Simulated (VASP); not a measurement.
Here is a VASP 6.6.1 calculation.

The input INCAR:

```
SYSTEM = Hf
PREC = Accurate
ENCUT = 600
EDIFF = 1E-6
ISMEAR = -1
SIGMA = 0.05
LREAL = .False.
LASPH = .True.
NELM = 80
ALGO = Normal
ISIF = 3
LWAVE = .False.
LCHARG = .False.
GGA = PE
IBRION = 2
NSW = 60
EDIFFG = -0.005
```

Contents of KPOINTS:

```
Automatic mesh
0
Gamma
  15 15 8
  0 0 0
```

File POSCAR:

```
Hf
1.0
    3.1801497063      0.0000000000      0.0000000000
   -1.5900748532      2.7540904335      0.0000000000
    0.0000000000      0.0000000000      5.1518425242
Hf
2
Direct
    0.3333333333      0.6666666667      0.2500000000
    0.6666666667      0.3333333333      0.7500000000
```

Potentials or basis: VASP PAW PBE potentials, release 64 (Hf_pv).

The run is started by

```console
$ cat potpaw_PBE.64/Hf_pv/POTCAR > POTCAR
$ mpirun -np 1 vasp_std > vasp.out
```

What does it give for the band gap on the k mesh?

Zero (bands 10 and 11 overlap by 1.61 eV).

Predict the space group after relaxing (to 0.1 Å).

P6_3/mmc (No. 194).

Predict the relaxed cell.

a = 3.201 Å, b = 3.201 Å, c = 5.059 Å, α = 90.00°, β = 90.00°, γ = 120.00°.

Predict the relaxed volume.

22.45 Å³/atom.

Final structure:
```cif
data_structure
_symmetry_space_group_name_H-M 'P 1'
_symmetry_Int_Tables_number 1
_cell_length_a 3.2012
_cell_length_b 3.2012
_cell_length_c 5.0590
_cell_angle_alpha 90.000
_cell_angle_beta 90.000
_cell_angle_gamma 120.000
_cell_volume 44.90
loop_
_atom_site_label
_atom_site_type_symbol
_atom_site_fract_x
_atom_site_fract_y
_atom_site_fract_z
_atom_site_occupancy
Hf1 Hf 0.33333 0.66667 0.25000 1
Hf2 Hf 0.66667 0.33333 0.75000 1
```

Caveat: spin-orbit coupling is left out, which moves the levels of the heavy elements.
